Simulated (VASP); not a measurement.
# BaTiO3 (P4mm) in VASP: notebook

BaTiO3 is run at these levels: PBEsol; tasks: electric field gradients.

All numbers are computed with VASP 6.6.1; they aren't measurements. Logs are shortened: lines on timing, memory, paths and dates and some standing lists are left out, and cuts for length are marked.

## Step 1: The cell of the first run

The structure is tetragonal, space group P4mm (No. 99). The conventional cell has a = 4.000 Å, b = 4.000 Å, c = 4.058 Å, α = 90.00°, β = 90.00°, γ = 90.00°. Within 3.7 Å of Ba (site symmetry 4mm) lie 12 O at 2.81 to 2.89 Å and 8 Ti at 3.44 to 3.52 Å. Within 2.5 Å of Ti (site symmetry 4mm) lie 6 O at 1.89 to 2.17 Å. O (site symmetry 4mm) has 2 Ti at 1.89 to 2.17 Å within 2.5 Å. Within 2.9 Å of O (site symmetry 2mm) lie 2 Ti at 2.00 Å and 4 Ba at 2.81 to 2.89 Å and 8 O at 2.83 to 2.85 Å.

## Step 2: Electric field gradients, PBEsol (zz strain of +1 %)

The input, INCAR:

```
SYSTEM = BaTiO3
PREC = Accurate
ENCUT = 520
EDIFF = 1E-8
ISMEAR = -1
SIGMA = 0.08
LREAL = .False.
LASPH = .True.
NELM = 100
ALGO = Normal
ISIF = 2
LWAVE = .False.
LCHARG = .False.
GGA = PS
LEFG = .True.
NBANDS = 28
```

The input, KPOINTS:

```
regular mesh
0
Gamma
  7 7 7
  0 0 0
```

The input, POSCAR:

```
BaTiO3
1.0
    3.9998000000      0.0000000000      0.0000000000
    0.0000000000      3.9998000000      0.0000000000
    0.0000000000      0.0000000000      4.0581800000
Ba Ti O
1 1 3
Direct
    0.0000000000      0.0000000000      0.0000000000
    0.5000000000      0.5000000000      0.4820000000
    0.5000000000      0.5000000000      0.0160000000
    0.5000000000      0.0000000000      0.5150000000
    0.0000000000      0.5000000000      0.5150000000
```

Potentials or basis: VASP PAW PBE potentials, release 64 (Ba_sv, Ti_sv, O).

Started as:

```bash
cat potpaw_PBE.64/Ba_sv/POTCAR potpaw_PBE.64/Ti_sv/POTCAR potpaw_PBE.64/O/POTCAR > POTCAR
mpirun -np 1 vasp_std > vasp.out
```

OUTCAR:

```text
SYSTEM = BaTiO3
   PREC = Accurate
   ENCUT = 520
   EDIFF = 1E-8
   ISMEAR = -1
   LREAL = .False.
   LASPH = .True.
   NELM = 100
   ISIF = 2
   GGA = PS

 ion  position               nearest neighbor table
   1  0.000  0.000  0.000-   4 2.81   5 2.81   5 2.81   4 2.81   3 2.83   3 2.83   3 2.83   3 2.83
                             4 2.89   5 2.89   5 2.89   4 2.89   2 3.44   2 3.44   2 3.44   2 3.44
   2  0.500  0.500  0.482-   3 1.89   4 2.00   5 2.00   4 2.00   5 2.00   3 2.17   1 3.44   1 3.44
                             1 3.44   1 3.44   1 3.52   1 3.52   1 3.52   1 3.52
   3  0.500  0.500  0.016-   2 1.89   2 2.17   1 2.83   1 2.83   1 2.83   1 2.83
   4  0.500  0.000  0.515-   2 2.00   2 2.00   1 2.81   1 2.81   1 2.89   1 2.89
   5  0.000  0.500  0.515-   2 2.00   2 2.00   1 2.81   1 2.81   1 2.89   1 2.89

  LATTYP: Found a simple tetragonal cell.
 ALAT       =     3.9998000000
 C/A-ratio  =     1.0145957298

  Lattice vectors:

 A1 = (   3.9998000000,   0.0000000000,   0.0000000000)
 A2 = (   0.0000000000,   3.9998000000,   0.0000000000)
 A3 = (   0.0000000000,   0.0000000000,   4.0581800000)

Analysis of symmetry for initial positions (statically):
=====================================================================
 Subroutine PRICEL returns:
 Original cell was already a primitive cell.

 Routine SETGRP: Setting up the symmetry group for a
 simple tetragonal supercell.

 Subroutine GETGRP returns: Found  8 space group operations
 (whereof  8 operations were pure point group operations)
 out of a pool of 16 trial point group operations.

The static configuration has the point symmetry C_4v.

Analysis of symmetry for dynamics (positions and initial velocities):
=====================================================================
 Subroutine PRICEL returns:
 Original cell was already a primitive cell.

 Routine SETGRP: Setting up the symmetry group for a
 simple tetragonal supercell.

 Subroutine GETGRP returns: Found  8 space group operations
 (whereof  8 operations were pure point group operations)
 out of a pool of 16 trial point group operations.

The dynamic configuration has the point symmetry C_4v.

 Subroutine INISYM returns: Found  8 space group operations
 (whereof  8 operations are pure point group operations),
 and found     1 'primitive' translations

----------------------------------------------------------------------------------------

                                     Primitive cell

  volume of cell :      64.9244

  direct lattice vectors                    reciprocal lattice vectors
     3.999800000  0.000000000  0.000000000     0.250012501  0.000000000  0.000000000
     0.000000000  3.999800000  0.000000000     0.000000000  0.250012501  0.000000000
     0.000000000  0.000000000  4.058180000     0.000000000  0.000000000  0.246415881

  length of vectors
     3.999800000  3.999800000  4.058180000     0.250012501  0.250012501  0.246415881

  position of ions in fractional coordinates (direct lattice)
     0.000000000  0.000000000  0.000000000
     0.500000000  0.500000000  0.482000000
     0.500000000  0.500000000  0.016000000
     0.500000000  0.000000000  0.515000000
     0.000000000  0.500000000  0.515000000

  ion indices of the primitive-cell ions
   primitive index   ion index
                 1           1
                 2           2
                 3           3
                 4           4
                 5           5

----------------------------------------------------------------------------------------

 KPOINTS: regular mesh

Automatic generation of k-mesh.
 Grid dimensions read from file:
 generate k-points for:    7    7    7

 Generating k-lattice:

  Cartesian coordinates                     Fractional coordinates (reciprocal lattice)
     0.035716072  0.000000000  0.000000000     0.142857143  0.000000000  0.000000000
     0.000000000  0.035716072  0.000000000     0.000000000  0.142857143  0.000000000
     0.000000000  0.000000000  0.035202269     0.000000000  0.000000000  0.142857143

  Length of vectors
     0.035716072  0.035716072  0.035202269

  Shift w.r.t. Gamma in fractional coordinates (k-lattice)
     0.000000000  0.000000000  0.000000000

 Subroutine IBZKPT returns following result:
 ===========================================

 Found     40 irreducible k-points:

 Following reciprocal coordinates:
            Coordinates               Weight
  0.000000  0.000000  0.000000      1.000000
  0.142857  0.000000  0.000000      4.000000
  0.285714  0.000000  0.000000      4.000000
  0.428571  0.000000  0.000000      4.000000
  0.142857  0.142857  0.000000      4.000000
  0.285714  0.142857  0.000000      8.000000
[... 16 lines left out ...]
  0.285714  0.000000  0.285714      8.000000
  0.428571  0.000000  0.285714      8.000000
 [... further k-points ...]
   k-points           NKPTS =     40   k-points in BZ     NKDIM =     40   number of bands    NBANDS=     28
   number of dos      NEDOS =    301   number of ions     NIONS =      5
   total plane-waves  NPLWV =  27000
   dimension x,y,z NGX =    30 NGY =   30 NGZ =   30
   dimension x,y,z NGXF=    60 NGYF=   60 NGZF=   60
   ions per type =               1   1   3
   NGX,Y,Z   is equivalent  to a cutoff of  12.47, 12.47, 12.29 a.u.
   NGXF,Y,Z  is equivalent  to a cutoff of  24.94, 24.94, 24.58 a.u.
 SYSTEM =  BaTiO3
   PREC   = accura    normal or accurate (medium, high low for compatibility)
   ISTART =      0    job   : 0-new  1-cont  2-samecut
   ICHARG =      2    charge: 1-file 2-atom 10-const
   ISPIN  =      1    spin polarized calculation?
   LNONCOLLINEAR =      F non collinear calculations
   LSORBIT =      F    spin-orbit coupling
   LASPH  =      T    aspherical Exc in radial PAW
   ENCUT  =  520.0 eV  38.22 Ry    6.18 a.u.   7.44  7.44  7.55*2*pi/ulx,y,z
   NELM   =    100;   NELMIN=  2; NELMDL= -5     # of ELM steps
   EDIFF  = 0.1E-07   stopping-criterion for ELM
   LREAL  =      F    real-space projection
   EDIFFG = 0.1E-06   stopping-criterion for IOM
   NSW    =      0    number of steps for IOM
   IBRION =     -1    ionic relax: 0-MD 1-quasi-New 2-CG
   NFREE  =      0    steps in history (QN), initial steepest desc. (CG)
   ISIF   =      2    stress and relaxation
   ISYM   =      2    0-nonsym 1-usesym 2-fastsym
   POTIM  = 0.5000    time-step for ionic-motion
   TEBEG  =    0.0;   TEEND  =   0.0 temperature during run
   PSTRESS=    0.0 pullay stress
   NELECT =      40.0000    total number of electrons
   NUPDOWN=      -1.0000    fix difference up-down
   EMIN   =  10.00;   EMAX   =-10.00  energy-range for DOS
   EFERMI =   0.00;   METHOD = LEGACY
   ISMEAR =    -1;   SIGMA  =   0.08  broadening in eV -4-tet -1-fermi 0-gaus
   EFERMI_NEDOS =   21; number of points for ismear=-14 and -15
   IALGO  =     38    algorithm
   IMIX   =      4    mixing-type and parameters
     AMIX     =   0.40;   BMIX     =  1.00
     AMIX_MAG =   1.60;   BMIX_MAG =  1.00
  volume/ion in A,a.u.               =      12.98        87.63
  Fermi-wavevector in a.u.,A,eV,Ry     =   1.393025  2.632435 26.402355  1.940518
  Thomas-Fermi vector in A             =   2.516711
   LORBIT       =      0    0 simple, 1 ext, 2 COOP (PROOUT), +10 PAW based schemes
   GGA     = PS    functional components
   LHFCALC =     F    Hartree Fock is set to
   AEXX    =    0.0000 exact exchange contribution
   IVDW    =     0    specifies the selected vdW correction
   LEPSILON=     F    determine dielectric tensor
   LRPA    =     F    only Hartree local field effects (RPA)
 non-spin polarized calculation
  energy-cutoff  :      520.00
  volume of cell :       64.92
 maximum number of plane-waves:      1771
 NGX is ok and might be reduce to    30
   NGX = 15   NGY = 15   NGZ = 15

 number of electron      39.9999980 magnetization

 Free energy of the ion-electron system (eV)
  ---------------------------------------------------
  ext. energy  EPLUGINS =         0.00000000
  ---------------------------------------------------
  free energy    TOTEN  =       -41.97936192 eV

  energy without entropy =      -41.97936025  energy(sigma->0) =      -41.97936109

 E-fermi :   4.5462     XC(G=0): -11.4465

 val. band max:        3.5538811268   @ k =   0.4286   0.4286   0.4286
 cond. band min:       5.3641874592   @ k =   0.0000   0.0000   0.0000
 fundamental gap:      1.8103063324
 Fermi energy:         4.5462241163

 k-point     1 :       0.0000    0.0000    0.0000
  band No.  band energies     occupation
      1     -52.7226      2.00000
      2     -29.0781      2.00000
      3     -29.0422      2.00000
      4     -29.0422      2.00000
      5     -21.2069      2.00000
      6     -13.1918      2.00000
[... 20 lines left out ...]
     27       8.5733      0.00000
     28      10.6131      0.00000

 k-point     2 :       0.1429    0.0000    0.0000
  band No.  band energies     occupation
      1     -52.7224      2.00000
      2     -29.0777      2.00000
      3     -29.0523      2.00000
      4     -29.0418      2.00000
      5     -21.1850      2.00000
      6     -13.2038      2.00000
[... 20 lines left out ...]
     27       8.9638      0.00000
     28      11.1058      0.00000

 k-point     3 :       0.2857    0.0000    0.0000
  band No.  band energies     occupation
      1     -52.7219      2.00000
      2     -29.0770      2.00000
      3     -29.0746      2.00000
      4     -29.0409      2.00000
      5     -21.1349      2.00000
      6     -13.2918      2.00000
[... 616 lines left out ...]
      3     -29.0733      2.00000
      4     -29.0399      2.00000
      5     -21.0845      2.00000
      6     -13.1167      2.00000
[... 20 lines left out ...]
     27      11.2745      0.00000
     28      11.9916      0.00000

 k-point    24 :       0.4286    0.0000    0.2857
  band No.  band energies     occupation
      1     -52.7210      2.00000
      2     -29.1032      2.00000
      3     -29.0910      2.00000
      4     -29.0392      2.00000
      5     -21.0519      2.00000
      6     -13.0930      2.00000
[... 20 lines left out ...]
     27      11.8774      0.00000
     28      12.3478      0.00000

 [... further k-points ...]

------------------------ aborting loop because EDIFF is reached ----------------------------------------

  FORCE on cell =-STRESS in cart. coord.  units (eV):
  Direction    XX          YY          ZZ          XY          YZ          ZX
  --------------------------------------------------------------------------------------
  -------------------------------------------------------------------------------------
  Total       -1.3488116     -1.3488116     -1.4823239      0.0000000      0.0000000      0.0000000
  in kB      -33.2854173    -33.2854173    -36.5801786      0.0000000      0.0000000      0.0000000
  external PRESSURE =     -34.3836711 kB  Pullay stress =       0.0000000 kB

 VOLUME and BASIS-vectors are now :
 -----------------------------------------------------------------------------
  energy-cutoff  :      520.00
  volume of cell :       64.92
      direct lattice vectors                 reciprocal lattice vectors
     3.999800000  0.000000000  0.000000000     0.250012501  0.000000000  0.000000000
     0.000000000  3.999800000  0.000000000     0.000000000  0.250012501  0.000000000
     0.000000000  0.000000000  4.058180000     0.000000000  0.000000000  0.246415881

 POSITION                                       TOTAL-FORCE (eV/Angst)
 -----------------------------------------------------------------------------------
      0.00000      0.00000      0.00000        -0.000000     -0.000000     -0.097616
      1.99990      1.99990      1.95604        -0.000000      0.000000     -0.097193
      1.99990      1.99990      0.06493        -0.000000      0.000000      0.527991
      1.99990      0.00000      2.08996        -0.000000     -0.000000     -0.166591
      0.00000      1.99990      2.08996         0.000000     -0.000000     -0.166591
 -----------------------------------------------------------------------------------
    total drift:                                0.000000      0.000000      0.000029

  FREE ENERGIE OF THE ION-ELECTRON SYSTEM (eV)
  ---------------------------------------------------
  free  energy   TOTEN  =       -41.9793619243 eV

  energy  without entropy=      -41.9793602467  energy(sigma->0) =      -41.97936109

 Electric field gradients (V/A^2)
---------------------------------------------------------------------
 ion       V_xx      V_yy      V_zz      V_xy      V_xz      V_yz
---------------------------------------------------------------------
   1       1.266     1.266    -2.533    -0.000    -0.000     0.000
   2      -2.922    -2.922     5.845     0.000     0.000    -0.000
   3      -8.971    -8.971    17.941     0.000     0.000    -0.000
   4     -13.499    24.815   -11.316     0.000     0.000     0.000
   5      24.815   -13.499   -11.316     0.000    -0.000     0.000
---------------------------------------------------------------------

 Electric field gradients after diagonalization (V/A^2)
 (convention: |V_zz| > |V_xx| > |V_yy|)
----------------------------------------------------------------------
 ion       V_xx      V_yy      V_zz     asymmetry (V_yy - V_xx)/ V_zz
----------------------------------------------------------------------
   1       1.266     1.266    -2.533       0.000
   2      -2.922    -2.922     5.845       0.000
   3      -8.971    -8.971    17.941       0.000
   4     -13.499   -11.316    24.815       0.088
   5     -13.499   -11.316    24.815       0.088
----------------------------------------------------------------------

           NMR quadrupolar parameters

 Cq : quadrupolar parameter    Cq=e*Q*V_zz/h
 eta: asymmetry parameters     (V_yy - V_xx)/ V_zz
 Q  : nuclear electric quadrupole moment in mb (millibarn)
----------------------------------------------------------------------
 ion       Cq(MHz)       eta       Q (mb)
----------------------------------------------------------------------
   1      -0.006       0.000       1.000
   2       0.014       0.000       1.000
   3       0.043       0.000       1.000
   4       0.060       0.088       1.000
   5       0.060       0.088       1.000
----------------------------------------------------------------------
```

Run time: 78 s. Hardware: 1 thread of Intel Xeon Platinum 8259CL at 2.50GHz (Skylake/Cascade Lake), shared host; peak memory 0.22 GiB.

Results:

- Free energy: -41.9794 eV
- Pressure: -3.4 GPa
- Largest force: 0.528 eV/Å
- Band gap on the k mesh: 1.81 eV (least direct gap 2.06 eV)
- Largest electric field gradient by atom: Ba -2.5; Ti +5.8; O +17.9, +24.8 (each value once) V/Å²

Forces in eV/Å, atoms in the order of the input:
```
Ba   0.000  0.000 -0.098
Ti   0.000  0.000 -0.097
O    0.000  0.000  0.528
O    0.000  0.000 -0.167
O    0.000  0.000 -0.167
```

Stress tensor (GPa, compression positive):
```
-3.33  0.00  0.00
 0.00 -3.33  0.00
 0.00  0.00 -3.66
```

Levels at points of the mesh, in eV from the valence-band top:
```tsv
k point	band 17	band 18	band 19	band 20	band 21	band 22	band 23	band 24
(0.00, 0.00, 0.00)	-1.09	-0.29	-0.25	-0.25	1.81	2.09	2.09	4.07
```

Electric field gradients, principal values (V/Å²):
```tsv
atom	least	middle	greatest (by size)
1 Ba	1.266	1.266	-2.533
2 Ti	-2.922	-2.922	5.845
3 O	-8.971	-8.971	17.941
4 O	-11.316	-13.499	24.815
5 O	-11.316	-13.499	24.815
```

Caveat: the cell differs from its parent crystal (zz strain of +1 %); the cell stands under tension; without QUAD_EFG the Cq values of the log hold for a quadrupole moment of 1 mb, not for the nuclei; the PAW data sets were made with another functional, which shifts forces and pressure a little; spin-orbit coupling is left out, which moves the levels of the heavy elements; an odd mesh through Γ misses points on the zone boundary, where band edges can lie.

[end of part 1 of 2]
